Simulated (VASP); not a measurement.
# In3Sb (Pm-3m) in VASP: single point with r2SCAN

Aim: the single point of In3Sb with r2SCAN.

Program: VASP 6.6.1. These are calculated values, not measurements. Logs are shortened: lines on timing, memory, paths and dates and some standing lists are left out, and cuts for length are marked.

## Step 1: The cell of the first run

It takes space group Pm-3m (No. 221, cubic). Conventional cell: a = 4.837 Å, b = 4.837 Å, c = 4.837 Å, α = 90.00°, β = 90.00°, γ = 90.00°. Within 4.5 Å of In (site symmetry 4/mmm) lie 8 In at 3.42 Å and 4 Sb at 3.42 Å. Within 4.5 Å of Sb (site symmetry m-3m) lie 12 In at 3.42 Å.

## Step 2: Single point, r2SCAN

POSCAR reads:

```
In3Sb
1.0
    4.8369600000      0.0000000000      0.0000000000
    0.0000000000      4.8369600000      0.0000000000
    0.0000000000      0.0000000000      4.8369600000
In Sb
3 1
Direct
    0.5000000000      0.5000000000      0.0000000000
    0.5000000000      0.0000000000      0.5000000000
    0.0000000000      0.5000000000      0.5000000000
    0.0000000000      0.0000000000      0.0000000000
```

INCAR.step1 reads:

```
SYSTEM = In3Sb
ALGO = Normal ; EDIFF = 1E-4
ENCUT = 520 ; GGA = PE
ISMEAR = -1 ; LASPH = .True.
LCHARG = .False. ; LREAL = .False.
LWAVE = .True. ; NBANDS = 30
NELM = 80 ; PREC = Accurate
SIGMA = 0.05
```

INCAR.step2 reads:

```
SYSTEM = In3Sb
ALGO = Normal ; EDIFF = 1E-7
ENCUT = 520 ; ISIF = 2
ISMEAR = -1 ; ISTART = 1
LASPH = .True. ; LCHARG = .False.
LMIXTAU = .True. ; LREAL = .False.
LWAVE = .False. ; METAGGA = R2SCAN
NBANDS = 30 ; NELM = 80
PREC = Accurate ; SIGMA = 0.05
```

KPOINTS reads:

```
k-points
0
Gamma
  4 4 4
  0 0 0
```

Potentials or basis: VASP PAW PBE potentials, release 64 (In_d, Sb).

Started as:

```sh
$ cat potpaw_PBE.64/In_d/POTCAR potpaw_PBE.64/Sb/POTCAR > POTCAR
$ cp INCAR.step1 INCAR
$ mpirun -np 1 vasp_std > vasp.out
$ cp INCAR.step2 INCAR
$ mpirun -np 1 vasp_std > vasp.out
```

OUTCAR:

```text
SYSTEM = In3Sb
   EDIFF = 1E-7
   ENCUT = 520
   ISIF = 2
   ISMEAR = -1
   ISTART = 1
   LASPH = .True.
   LREAL = .False.
   METAGGA = R2SCAN
   NELM = 80
   PREC = Accurate

 ion  position               nearest neighbor table
   1  0.500  0.500  0.000-   2 3.42   3 3.42   4 3.42   2 3.42   3 3.42   2 3.42   4 3.42   2 3.42
                             3 3.42   4 3.42   3 3.42   4 3.42
   2  0.500  0.000  0.500-   1 3.42   3 3.42   4 3.42   1 3.42   4 3.42   1 3.42   3 3.42   1 3.42
                             3 3.42   4 3.42   4 3.42   3 3.42
   3  0.000  0.500  0.500-   1 3.42   2 3.42   4 3.42   1 3.42   4 3.42   2 3.42   4 3.42   4 3.42
                             1 3.42   2 3.42   1 3.42   2 3.42
   4  0.000  0.000  0.000-   1 3.42   2 3.42   3 3.42   2 3.42   3 3.42   1 3.42   3 3.42   3 3.42
                             1 3.42   2 3.42   2 3.42   1 3.42

  LATTYP: Found a simple cubic cell.
 ALAT       =     4.8369600000

  Lattice vectors:

 A1 = (   4.8369600000,   0.0000000000,   0.0000000000)
 A2 = (   0.0000000000,   4.8369600000,   0.0000000000)
 A3 = (   0.0000000000,   0.0000000000,   4.8369600000)

Analysis of symmetry for initial positions (statically):
=====================================================================
 Subroutine PRICEL returns:
 Original cell was already a primitive cell.

 Routine SETGRP: Setting up the symmetry group for a
 simple cubic supercell.

 Subroutine GETGRP returns: Found 48 space group operations
 (whereof 48 operations were pure point group operations)
 out of a pool of 48 trial point group operations.

The static configuration has the point symmetry O_h .

Analysis of symmetry for dynamics (positions and initial velocities):
=====================================================================
 Subroutine PRICEL returns:
 Original cell was already a primitive cell.

 Routine SETGRP: Setting up the symmetry group for a
 simple cubic supercell.

 Subroutine GETGRP returns: Found 48 space group operations
 (whereof 48 operations were pure point group operations)
 out of a pool of 48 trial point group operations.

The dynamic configuration has the point symmetry O_h .

 Subroutine INISYM returns: Found 48 space group operations
 (whereof 48 operations are pure point group operations),
 and found     1 'primitive' translations

----------------------------------------------------------------------------------------

                                     Primitive cell

  volume of cell :     113.1664
[... 78 lines left out ...]
   EDIFF  = 0.1E-06   stopping-criterion for ELM
   LREAL  =      F    real-space projection
   EDIFFG = 0.1E-05   stopping-criterion for IOM
   NSW    =      0    number of steps for IOM
   IBRION =     -1    ionic relax: 0-MD 1-quasi-New 2-CG
   NFREE  =      0    steps in history (QN), initial steepest desc. (CG)
   ISIF   =      2    stress and relaxation
   ISYM   =      2    0-nonsym 1-usesym 2-fastsym
   POTIM  = 0.5000    time-step for ionic-motion
   TEBEG  =    0.0;   TEEND  =   0.0 temperature during run
   PSTRESS=    0.0 pullay stress
   NELECT =      44.0000    total number of electrons
   NUPDOWN=      -1.0000    fix difference up-down
   EMIN   =  10.00;   EMAX   =-10.00  energy-range for DOS
   EFERMI =   0.00;   METHOD = LEGACY
   ISMEAR =    -1;   SIGMA  =   0.05  broadening in eV -4-tet -1-fermi 0-gaus
   EFERMI_NEDOS =   21; number of points for ismear=-14 and -15
   IALGO  =     38    algorithm
   IMIX   =      4    mixing-type and parameters
     AMIX     =   0.40;   BMIX     =  1.00
     AMIX_MAG =   1.60;   BMIX_MAG =  1.00
  volume/ion in A,a.u.               =      28.29       190.92
  Fermi-wavevector in a.u.,A,eV,Ry     =   1.194868  2.257973 19.425164  1.427709
  Thomas-Fermi vector in A             =   2.330847
   LORBIT       =      0    0 simple, 1 ext, 2 COOP (PROOUT), +10 PAW based schemes
   METAGGA = R2SCAN    functional components
   LHFCALC =     F    Hartree Fock is set to
   AEXX    =    0.0000 exact exchange contribution
   IVDW    =     0    specifies the selected vdW correction
   LEPSILON=     F    determine dielectric tensor
   LRPA    =     F    only Hartree local field effects (RPA)
 non-spin polarized calculation
  energy-cutoff  :      520.00
  volume of cell :      113.17
 maximum number of plane-waves:      3112
 NGX is ok and might be reduce to    36
   NGX = 17   NGY = 17   NGZ = 17

 number of electron      43.9999994 magnetization

 Free energy of the ion-electron system (eV)
  ---------------------------------------------------
  ext. energy  EPLUGINS =         0.00000000
  ---------------------------------------------------
  free energy    TOTEN  =       -93.14045066 eV

  energy without entropy =      -93.10624236  energy(sigma->0) =      -93.12334651

 E-fermi :   7.0643     XC(G=0): -10.6089

 val. band max:        7.0126435458   @ k =   0.5000   0.0000   0.0000
 cond. band min:       7.0888081840   @ k =   0.2500   0.2500   0.0000
 fundamental gap:      0.0761646382
 Fermi energy:         7.0643256818

 k-point     1 :       0.0000    0.0000    0.0000
  band No.  band energies     occupation
      1      -8.4321      2.00000
      2      -8.4307      2.00000
      3      -8.4307      2.00000
      4      -8.4307      2.00000
      5      -8.2923      2.00000
      6      -8.2923      2.00000
[... 319 lines left out ...]
     29      15.1054      0.00000
     30      15.1350      0.00000

------------------------ aborting loop because EDIFF is reached ----------------------------------------

  FORCE on cell =-STRESS in cart. coord.  units (eV):
  Direction    XX          YY          ZZ          XY          YZ          ZX
  --------------------------------------------------------------------------------------
  -------------------------------------------------------------------------------------
  Total       -1.3289846     -1.3289846     -1.3289846      0.0000000      0.0000000     -0.0000000
  in kB      -18.8153823    -18.8153823    -18.8153823      0.0000000      0.0000000     -0.0000000
  external PRESSURE =     -18.8153823 kB  Pullay stress =       0.0000000 kB

 VOLUME and BASIS-vectors are now :
 -----------------------------------------------------------------------------
  energy-cutoff  :      520.00
  volume of cell :      113.17
      direct lattice vectors                 reciprocal lattice vectors
     4.836960000  0.000000000  0.000000000     0.206741424  0.000000000  0.000000000
     0.000000000  4.836960000  0.000000000     0.000000000  0.206741424  0.000000000
     0.000000000  0.000000000  4.836960000     0.000000000  0.000000000  0.206741424

 POSITION                                       TOTAL-FORCE (eV/Angst)
 -----------------------------------------------------------------------------------
      2.41848      2.41848      0.00000         0.000000      0.000000      0.000000
      2.41848      0.00000      2.41848         0.000000      0.000000      0.000000
      0.00000      2.41848      2.41848         0.000000      0.000000      0.000000
      0.00000      0.00000      0.00000         0.000000      0.000000      0.000000
 -----------------------------------------------------------------------------------
    total drift:                                0.000000      0.000000      0.000000

  FREE ENERGIE OF THE ION-ELECTRON SYSTEM (eV)
  ---------------------------------------------------
  free  energy   TOTEN  =       -93.1404506566 eV

  energy  without entropy=      -93.1062423624  energy(sigma->0) =      -93.12334651
```

OUTCAR.step1:

```text
SYSTEM = In3Sb
   EDIFF = 1E-4
   ENCUT = 520
   GGA = PE
   ISMEAR = -1
   LASPH = .True.
[... 545 lines left out ...]
      2.41848      0.00000      2.41848         0.000000      0.000000      0.000000
      0.00000      2.41848      2.41848         0.000000      0.000000      0.000000
      0.00000      0.00000      0.00000         0.000000      0.000000      0.000000
 -----------------------------------------------------------------------------------
    total drift:                                0.000000      0.000000      0.000000

  FREE ENERGIE OF THE ION-ELECTRON SYSTEM (eV)
  ---------------------------------------------------
  free  energy   TOTEN  =       -11.6866105296 eV

  energy  without entropy=      -11.6530796385  energy(sigma->0) =      -11.66984508
```

Wall time 5.4 min (1 thread of AMD EPYC 7R13, shared host); peak memory 0.2 GiB.

Results:

| Quantity | Value |
| --- | --- |
| Free energy | -93.1405 eV |
| Pressure | -1.9 GPa |
| Band gap on the k mesh | zero (band 22 reaches 7.20 eV, above the bottom of band 23 at 3.56 eV) |

Caveat: the PAW data sets were made with another functional, which shifts forces and pressure a little; spin-orbit coupling is left out, which moves the levels of the heavy elements.
